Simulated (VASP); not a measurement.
Runs of VASP 6.6.1 on C. The structure is that of space group Fd-3m (No. 227), or close to it. The cells are those of the table. 

```csv
potentials or basis,cell,cutoff (eV),second run,gap on the mesh (eV),pressure (GPa)
"VASP PAW LDA potentials, release 64 (C)","a = 2.464 Å, angles 60.0°, 2 atoms",520,-,4.28,22.4
"VASP PAW LDA potentials, release 64 (C_h)","a = 2.497 Å, angles 60.0°, 2 atoms",910,hard_potentials,4.18,(c)
"VASP PAW LDA potentials, release 64 (C)","a = 2.530 Å, angles 60.0°, 2 atoms",520,-,4.09,-15.7
"VASP PAW LDA potentials, release 64 (C)","a = 2.497 Å, angles 60.0°, 2 atoms",520,-,4.18,(b)
"VASP PAW LDA potentials, release 64 (C)","a = 2.393 Å, angles 60.0°, 2 atoms",520,-,4.50,(a)
```

Alike in all rows: task single point; level LDA; no spin polarisation; k mesh 13 × 13 × 13; smearing fermi-dirac 0.05 eV.

Problem. Fill in the values left out.

Solution. (a) 77.5; (b) 1.6; (c) 0.6.

Caveats: the cutoff is under 1.25 times the usual one of these potentials, so pressure, stress and relaxed cells hold a basis-set (Pulay) error (some runs).

A k mesh can miss the band edges.
